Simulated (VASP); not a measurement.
# In (I4/mmm) in VASP: notebook

In is run at these levels: PBE; tasks: single point.

All numbers are computed with VASP 6.6.1; they aren't measurements. Logs are shortened: lines on timing, memory, paths and dates and some standing lists are left out, and cuts for length are marked.

### 1 The cell of the first run

The structure is tetragonal, space group I4/mmm (No. 139). The conventional cell has a = 3.464 Å, b = 3.464 Å, c = 3.916 Å, α = 90.00°, β = 90.00°, γ = 90.00°. Within 4.1 Å of In (site symmetry 4/mmm) lie 14 In at 3.14 to 3.92 Å.

### 2 Single point, PBE (strain -0.080 along x and y, +0.040 along z)

INCAR reads:

```
SYSTEM = In
PREC = Accurate
ENCUT = 520
EDIFF = 1E-6
ISMEAR = 0
SIGMA = 0.15
LREAL = .FALSE.
LASPH = .TRUE.
NELM = 60
ALGO = Fast
ISIF = 2
LWAVE = .FALSE.
LCHARG = .TRUE.
GGA = PE
LELF = .TRUE.
LVHAR = .TRUE.
NBANDS = 12
```

KPOINTS reads:

```
Automatic mesh
0
G
  18 18 18
  0 0 0
```

POSCAR reads:

```
In
1.0
   -1.7319232208      1.7319232208      1.9578262496
    1.7319232208     -1.7319232208      1.9578262496
    1.7319232208      1.7319232208     -1.9578262496
In
1
Direct
    0.0000000000      0.0000000000      0.0000000000
```

Potentials or basis: VASP PAW PBE potentials, release 64 (In_d).

Started as:

```bash
$ cat potpaw_PBE.64/In_d/POTCAR > POTCAR
$ mpirun -np 1 vasp_std > vasp.out
```

OUTCAR:

```text
SYSTEM = In
   PREC = Accurate
   ENCUT = 520
   EDIFF = 1E-6
   ISMEAR = 0
   LREAL = .FALSE.
   LASPH = .TRUE.
   NELM = 60
   ISIF = 2
   GGA = PE

 ion  position               nearest neighbor table
   1  0.000  0.000  0.000-

  LATTYP: Found a body centered tetragonal cell.
 ALAT       =     3.4638464416
 C/A-ratio  =     1.1304347826

  Lattice vectors:

 A1 = (  -1.7319232208,   1.7319232208,   1.9578262496)
 A2 = (   1.7319232208,  -1.7319232208,   1.9578262496)
 A3 = (   1.7319232208,   1.7319232208,  -1.9578262496)

Analysis of symmetry for initial positions (statically):
=====================================================================
 Subroutine PRICEL returns:
 Original cell was already a primitive cell.

 Routine SETGRP: Setting up the symmetry group for a
 body centered tetragonal supercell.

 Subroutine GETGRP returns: Found 16 space group operations
 (whereof 16 operations were pure point group operations)
 out of a pool of 16 trial point group operations.

The static configuration has the point symmetry D_4h.

Analysis of symmetry for dynamics (positions and initial velocities):
=====================================================================
 Subroutine PRICEL returns:
 Original cell was already a primitive cell.

 Routine SETGRP: Setting up the symmetry group for a
 body centered tetragonal supercell.

 Subroutine GETGRP returns: Found 16 space group operations
 (whereof 16 operations were pure point group operations)
 out of a pool of 16 trial point group operations.

The dynamic configuration has the point symmetry D_4h.

 Subroutine INISYM returns: Found 16 space group operations
 (whereof 16 operations are pure point group operations),
 and found     1 'primitive' translations

----------------------------------------------------------------------------------------

                                     Primitive cell

  volume of cell :      23.4905

  direct lattice vectors                    reciprocal lattice vectors
    -1.731923221  1.731923221  1.957826250     0.000000000  0.288696401  0.255385277
     1.731923221 -1.731923221  1.957826250     0.288696401  0.000000000  0.255385277
     1.731923221  1.731923221 -1.957826250     0.288696401  0.288696401  0.000000000

  length of vectors
     3.135633861  3.135633861  3.135633861     0.385444226  0.385444226  0.408278365

  position of ions in fractional coordinates (direct lattice)
     0.000000000  0.000000000  0.000000000

  ion indices of the primitive-cell ions
   primitive index   ion index
                 1           1

----------------------------------------------------------------------------------------

 KPOINTS: Automatic mesh

Automatic generation of k-mesh.
 Grid dimensions read from file:
 generate k-points for:   18   18   18

 Generating k-lattice:

  Cartesian coordinates                     Fractional coordinates (reciprocal lattice)
     0.000000000  0.016038689  0.014188071     0.055555556 -0.000000000  0.000000000
     0.016038689  0.000000000  0.014188071    -0.000000000  0.055555556  0.000000000
     0.016038689  0.016038689  0.000000000     0.000000000  0.000000000  0.055555556

  Length of vectors
     0.021413568  0.021413568  0.022682131

  Shift w.r.t. Gamma in fractional coordinates (k-lattice)
     0.000000000  0.000000000  0.000000000

 Subroutine IBZKPT returns following result:
 ===========================================

 Found    480 irreducible k-points:

 Following reciprocal coordinates:
            Coordinates               Weight
  0.000000  0.000000  0.000000      1.000000
  0.055556 -0.000000  0.000000      8.000000
  0.111111 -0.000000  0.000000      8.000000
  0.166667  0.000000  0.000000      8.000000
  0.222222 -0.000000  0.000000      8.000000
  0.277778  0.000000  0.000000      8.000000
[... 16 lines left out ...]
 -0.277778  0.055556  0.000000     16.000000
 -0.222222  0.055556 -0.000000     16.000000
 [... further k-points ...]
   k-points           NKPTS =    480   k-points in BZ     NKDIM =    480   number of bands    NBANDS=     12
   number of dos      NEDOS =    301   number of ions     NIONS =      1
   total plane-waves  NPLWV =  13824
   dimension x,y,z NGX =    24 NGY =   24 NGZ =   24
   dimension x,y,z NGXF=    48 NGYF=   48 NGZF=   48
   ions per type =               1
   NGX,Y,Z   is equivalent  to a cutoff of  12.72, 12.72, 12.72 a.u.
   NGXF,Y,Z  is equivalent  to a cutoff of  25.45, 25.45, 25.45 a.u.
 SYSTEM =  In
   PREC   = accura    normal or accurate (medium, high low for compatibility)
   ISTART =      0    job   : 0-new  1-cont  2-samecut
   ICHARG =      2    charge: 1-file 2-atom 10-const
   ISPIN  =      1    spin polarized calculation?
   LNONCOLLINEAR =      F non collinear calculations
   LSORBIT =      F    spin-orbit coupling
   LASPH  =      T    aspherical Exc in radial PAW
   ENCUT  =  520.0 eV  38.22 Ry    6.18 a.u.   5.83  5.83  5.83*2*pi/ulx,y,z
   NELM   =     60;   NELMIN=  2; NELMDL= -5     # of ELM steps
   EDIFF  = 0.1E-05   stopping-criterion for ELM
   LREAL  =      F    real-space projection
   EDIFFG = 0.1E-04   stopping-criterion for IOM
   NSW    =      0    number of steps for IOM
   IBRION =     -1    ionic relax: 0-MD 1-quasi-New 2-CG
   NFREE  =      0    steps in history (QN), initial steepest desc. (CG)
   ISIF   =      2    stress and relaxation
   ISYM   =      2    0-nonsym 1-usesym 2-fastsym
   POTIM  = 0.5000    time-step for ionic-motion
   TEBEG  =    0.0;   TEEND  =   0.0 temperature during run
   PSTRESS=    0.0 pullay stress
   NELECT =      13.0000    total number of electrons
   NUPDOWN=      -1.0000    fix difference up-down
   EMIN   =  10.00;   EMAX   =-10.00  energy-range for DOS
   EFERMI =   0.00;   METHOD = LEGACY
   ISMEAR =     0;   SIGMA  =   0.15  broadening in eV -4-tet -1-fermi 0-gaus
   EFERMI_NEDOS =   21; number of points for ismear=-14 and -15
   IALGO  =     68    algorithm
   IMIX   =      4    mixing-type and parameters
     AMIX     =   0.40;   BMIX     =  1.00
     AMIX_MAG =   1.60;   BMIX_MAG =  1.00
  volume/ion in A,a.u.               =      23.49       158.52
  Fermi-wavevector in a.u.,A,eV,Ry     =   1.344081  2.539945 24.579660  1.806554
  Thomas-Fermi vector in A             =   2.472103
   LORBIT       =      0    0 simple, 1 ext, 2 COOP (PROOUT), +10 PAW based schemes
   GGA     = PE    functional components
   LHFCALC =     F    Hartree Fock is set to
   AEXX    =    0.0000 exact exchange contribution
   IVDW    =     0    specifies the selected vdW correction
   LEPSILON=     F    determine dielectric tensor
   LRPA    =     F    only Hartree local field effects (RPA)
 non-spin polarized calculation
 RMM-DIIS sequential band-by-band and
 Gauss-broadening in eV      SIGMA  =   0.15
  energy-cutoff  :      520.00
  volume of cell :       23.49
 maximum number of plane-waves:       660
   NGX = 11   NGY = 11   NGZ = 11

 number of electron      12.9999998 magnetization

 Free energy of the ion-electron system (eV)
  ---------------------------------------------------
  ext. energy  EPLUGINS =         0.00000000
  ---------------------------------------------------
  free energy    TOTEN  =        -2.45850799 eV

  energy without entropy =       -2.45388972  energy(sigma->0) =       -2.45619885

 E-fermi :   8.8211     XC(G=0): -10.7774

 val. band max:        8.8205427375   @ k =   0.2778   0.2778   0.0000
 cond. band min:       8.8269957289   @ k =  -0.3333   0.4444   0.2222
 fundamental gap:      0.0064529914
 Fermi energy:         8.8210781772

 k-point     1 :       0.0000    0.0000    0.0000
  band No.  band energies     occupation
      1      -6.0379      2.00000
      2      -6.0379      2.00000
      3      -5.9230      2.00000
      4      -5.7371      2.00000
      5      -5.6236      2.00000
      6      -1.5086      2.00000
      7      20.5367      0.00000
      8      20.9081      0.00000
      9      20.9081      0.00000
     10      21.1888      0.00000
     11      23.6550      0.00000
     12      23.6604      0.00000

 k-point     2 :       0.0556   -0.0000    0.0000
  band No.  band energies     occupation
      1      -6.0335      2.00000
      2      -6.0311      2.00000
      3      -5.9186      2.00000
      4      -5.7387      2.00000
      5      -5.6270      2.00000
      6      -1.4335      2.00000
      7      19.6673      0.00000
      8      20.5528      0.00000
      9      20.6050      0.00000
     10      21.1497      0.00000
     11      23.2953      0.00000
     12      23.3324      0.00000

 k-point     3 :       0.1111   -0.0000    0.0000
  band No.  band energies     occupation
      1      -6.0226      2.00000
      2      -6.0207      2.00000
      3      -5.8965      2.00000
      4      -5.7436      2.00000
      5      -5.6357      2.00000
      6      -1.2065      2.00000
      7      17.6841      0.00000
      8      19.9113      0.00000
      9      20.1148      0.00000
     10      21.3023      0.00000
     11      22.6613      0.00000
     12      22.6968      0.00000

 k-point     4 :       0.1667    0.0000    0.0000
  band No.  band energies     occupation
      1      -6.0231      2.00000
      2      -6.0115      2.00000
      3      -5.8433      2.00000
      4      -5.7505      2.00000
      5      -5.6460      2.00000
      6      -0.8240      2.00000
      7      15.5811      0.00000
      8      19.0891      0.00000
      9      19.5533      0.00000
     10      21.5747      0.00000
     11      22.0600      0.00000
     12      22.1014      0.00000

 k-point     5 :       0.2222   -0.0000    0.0000
  band No.  band energies     occupation
      1      -6.0380      2.00000
      2      -6.0085      2.00000
      3      -5.7647      2.00000
      4      -5.7571      2.00000
      5      -5.6531      2.00000
      6      -0.2821      2.00000
      7      13.5187      0.00000
      8      18.2684      0.00000
      9      18.9679      0.00000
     10      21.5155      0.00000
     11      21.5321      0.00000
     12      22.0771      0.00000
[... 228 lines left out ...]
      1      -6.0871      2.00000
      2      -6.0441      2.00000
      3      -5.7678      2.00000
      4      -5.6352      2.00000
      5      -5.5529      2.00000
      6       1.9046      2.00000
      7       8.7361      1.57687
      8      16.2109      0.00000
      9      17.3079      0.00000
     10      21.0775      0.00000
     11      21.3425      0.00000
     12      22.4249      0.00000

 k-point    22 :      -0.3333    0.0556   -0.0000
  band No.  band energies     occupation
      1      -6.0697      2.00000
      2      -6.0235      2.00000
      3      -5.7632      2.00000
      4      -5.6551      2.00000
      5      -5.6213      2.00000
      6       0.9506      2.00000
      7      10.5319      0.00000
      8      16.7900      0.00000
      9      17.7015      0.00000
     10      21.3464      0.00000
     11      21.3910      0.00000
     12      22.0561      0.00000

 k-point    23 :      -0.2778    0.0556    0.0000
  band No.  band energies     occupation
      1      -6.0514      2.00000
      2      -6.0088      2.00000
      3      -5.7557      2.00000
      4      -5.7253      2.00000
      5      -5.6441      2.00000
      6       0.1561      2.00000
      7      12.4439      0.00000
      8      17.4881      0.00000
      9      18.2355      0.00000
     10      21.3005      0.00000
     11      21.7662      0.00000
     12      21.8837      0.00000

 k-point    24 :      -0.2222    0.0556   -0.0000
  band No.  band energies     occupation
      1      -6.0393      2.00000
      2      -6.0009      2.00000
      3      -5.8071      2.00000
      4      -5.7454      2.00000
      5      -5.6463      2.00000
      6      -0.4770      2.00000
      7      14.4554      0.00000
      8      18.2452      0.00000
      9      18.9161      0.00000
     10      21.1550      0.00000
     11      21.8041      0.00000
     12      22.3441      0.00000

 [... further k-points ...]

------------------------ aborting loop because EDIFF is reached ----------------------------------------

  FORCE on cell =-STRESS in cart. coord.  units (eV):
  Direction    XX          YY          ZZ          XY          YZ          ZX
  --------------------------------------------------------------------------------------
  -------------------------------------------------------------------------------------
  Total        1.1945266      1.1945266      1.3779596      0.0000000      0.0000000      0.0000000
  in kB       81.4732418     81.4732418     93.9843746      0.0000000      0.0000000      0.0000000
  external PRESSURE =      85.6436194 kB  Pullay stress =       0.0000000 kB

 VOLUME and BASIS-vectors are now :
 -----------------------------------------------------------------------------
  energy-cutoff  :      520.00
  volume of cell :       23.49
      direct lattice vectors                 reciprocal lattice vectors
    -1.731923221  1.731923221  1.957826250     0.000000000  0.288696401  0.255385277
     1.731923221 -1.731923221  1.957826250     0.288696401  0.000000000  0.255385277
     1.731923221  1.731923221 -1.957826250     0.288696401  0.288696401  0.000000000

 POSITION                                       TOTAL-FORCE (eV/Angst)
 -----------------------------------------------------------------------------------
      0.00000      0.00000      0.00000         0.000000      0.000000      0.000000
 -----------------------------------------------------------------------------------
    total drift:                               -0.000000      0.000000      0.000000

  FREE ENERGIE OF THE ION-ELECTRON SYSTEM (eV)
  ---------------------------------------------------
  free  energy   TOTEN  =        -2.4585079926 eV

  energy  without entropy=       -2.4538897169  energy(sigma->0) =       -2.45619885
```

It took 38 s on 1 thread of Intel Xeon 6975P-C (Granite Rapids), shared host; peak memory 0.24 GiB.

What came out:

| Quantity | Value |
| --- | --- |
| Free energy | -2.4585 eV |
| Pressure | 8.6 GPa |

Stress tensor (GPa, compression positive):
```
8.15 0.00 0.00
0.00 8.15 0.00
0.00 0.00 9.40
```

Levels at points of the mesh, in eV from the Fermi level:
| k point | band 2 | band 3 | band 4 | band 5 | band 6 | band 7 | band 8 | band 9 | band 10 | band 11 |
| --- | --- | --- | --- | --- | --- | --- | --- | --- | --- | --- |
| (0.00, 0.00, 0.00) | -14.86 | -14.74 | -14.56 | -14.44 | -10.33 | 11.72 | 12.09 | 12.09 | 12.37 | 14.83 |
| (0.50, 0.00, 0.00) | -14.91 | -14.59 | -14.44 | -14.27 | -4.19 | -3.79 | 7.21 | 8.53 | 11.52 | 11.91 |
| (0.50, 0.50, 0.00) | -14.95 | -14.43 | -14.41 | -14.23 | -3.33 | -3.23 | 5.34 | 6.31 | 9.48 | 9.74 |
| (0.50, 0.50, 0.50) | -14.99 | -14.34 | -14.29 | -14.29 | -0.40 | 1.05 | 2.22 | 2.22 | 5.68 | 6.28 |

Caveat: the cell differs from its parent crystal (strain -0.080 along x and y, +0.040 along z); spin-orbit coupling is left out, which moves the levels of the heavy elements.

### 3 Single point, PBE (strain -0.080 along x and y, +0.080 along z)

INCAR reads:

```
  PREC = Accurate
  ENCUT = 520
  EDIFF = 1E-7
  ISMEAR = 0
  SIGMA = 0.15
  LREAL = False
  LASPH = True
  NELM = 100
  ALGO = Fast
  ISIF = 2
  LWAVE = False
  LCHARG = True
  GGA = PE
  LELF = True
  LVHAR = True
  NBANDS = 12
```

KPOINTS reads:

```
Automatic mesh
0
Gamma
  18 18 18
```

POSCAR reads:

```
In
1.0
   -1.7319232208      1.7319232208      2.0331272592
    1.7319232208     -1.7319232208      2.0331272592
    1.7319232208      1.7319232208     -2.0331272592
In
1
Direct
    0.0000000000      0.0000000000      0.0000000000
```

Potentials or basis: VASP PAW PBE potentials, release 64 (In_d).

Started as:

```bash
$ cat potpaw_PBE.64/In_d/POTCAR > POTCAR
$ mpirun -np 1 vasp_std > vasp.out
```

It took 44 s on 1 thread of Intel Xeon 6975P-C (Granite Rapids), shared host; peak memory 0.25 GiB.

It converged, with:

| Quantity | Value |
| --- | --- |
| Free energy | -2.5035 eV |
| Pressure | 5.8 GPa |

Stress tensor (GPa, compression positive):
```
5.50 0.00 0.00
0.00 5.50 0.00
0.00 0.00 6.35
```

Levels at points of the mesh, in eV from the Fermi level:
| k point | band 4 | band 5 | band 6 | band 7 | band 8 | band 9 |
| --- | --- | --- | --- | --- | --- | --- |
| (0.00, 0.00, 0.00) | -14.54 | -14.41 | -10.03 | 11.23 | 11.61 | 11.61 |
| (0.50, 0.00, 0.00) | -14.39 | -14.26 | -4.22 | -3.62 | 7.29 | 8.64 |
| (0.50, 0.50, 0.00) | -14.36 | -14.22 | -3.05 | -3.03 | 4.96 | 5.83 |
| (0.50, 0.50, 0.50) | -14.26 | -14.26 | -0.76 | 0.41 | 2.52 | 2.52 |

Caveat: the cell differs from its parent crystal (strain -0.080 along x and y, +0.080 along z); spin-orbit coupling is left out, which moves the levels of the heavy elements.

### 4 Single point, PBE (strain +0.000 along x and y, -0.080 along z)

INCAR reads:

```
SYSTEM = In
PREC     = Accurate       ! precision mode
ENCUT    = 520            ! plane-wave cutoff, eV
EDIFF    = 1E-7           ! SCF threshold, eV
ISMEAR   = 0              ! smearing method
SIGMA    = 0.15           ! smearing width, eV
LREAL    = .FALSE.        ! projectors in reciprocal space
LASPH    = .TRUE.         ! aspherical terms in the spheres
NELM     = 80             ! most SCF steps
ALGO     = Fast           ! electronic algorithm
ISIF     = 2              ! what is computed and relaxed
LWAVE    = .FALSE.        ! write WAVECAR
LCHARG   = .TRUE.         ! write CHGCAR
GGA      = PE             ! functional
LELF     = .TRUE.         ! ELF
LVHAR    = .TRUE.       
NBANDS   = 12             ! bands
```

KPOINTS reads:

```
Automatic mesh
0
G
  18 18 18
  0 0 0
```

POSCAR reads:

```
In
1.0
   -1.8825252400      1.8825252400      1.7319232208
    1.8825252400     -1.8825252400      1.7319232208
    1.8825252400      1.8825252400     -1.7319232208
In
1
Direct
    0.0000000000      0.0000000000      0.0000000000
```

Started as:

```bash
$ cat potpaw_PBE.64/In_d/POTCAR > POTCAR
$ mpirun -np 1 vasp_std > vasp.out
```

Run time: 48 s. Hardware: 1 thread of Intel Xeon 6975P-C (Granite Rapids), shared host; peak memory 0.24 GiB.

Results (log left out):

```yaml
Free_energy: -2.5008 eV
Pressure: 5.8 GPa
```

Levels at points of the mesh, in eV from the Fermi level:
```
           k point  band 3  band 4  band 5  band 6  band 7  band 8  band 9  band 10
(0.00, 0.00, 0.00)  -14.73  -14.50  -14.41  -10.00   11.15   11.15   12.51    13.32
(0.50, 0.00, 0.00)  -14.47  -14.39  -14.24   -3.67   -3.35    5.85    7.07    10.03
(0.50, 0.50, 0.00)  -14.53  -14.47  -14.25   -4.37   -3.65    7.17    8.65    11.50
(0.50, 0.50, 0.50)  -14.30  -14.30  -14.27    0.68    0.68    1.20    2.55     4.92
```

Caveat: the cell differs from its parent crystal (strain +0.000 along x and y, -0.080 along z); spin-orbit coupling is left out, which moves the levels of the heavy elements.

### 5 The runs side by side

```csv
cell,further INCAR settings,gap on the mesh (eV),pressure (GPa)
"a = 3.136 Å, angles 112.9, 112.9, 102.7°, 1 atom",ALGO = Fast; EDIFF = 1e-06; NBANDS = 12,none,8.6
"a = 3.183 Å, angles 114.1, 114.1, 100.6°, 1 atom",ALGO = Fast; EDIFF = 1e-07; NBANDS = 12,none,5.8
"a = 3.176 Å, angles 107.3, 107.3, 113.9°, 1 atom",ALGO = Fast; EDIFF = 1e-07; NBANDS = 12,none,5.8
```

Alike in all rows: task single point; level PBE; potentials or basis VASP PAW PBE potentials, release 64 (In_d); no spin polarisation; k mesh 18 × 18 × 18; cutoff (eV) 520; smearing gaussian 0.15 eV.

Caveats: spin-orbit coupling is left out, which moves the levels of the heavy elements.

Total energies depend on the potentials used, so only differences within one code and one set of settings carry meaning.
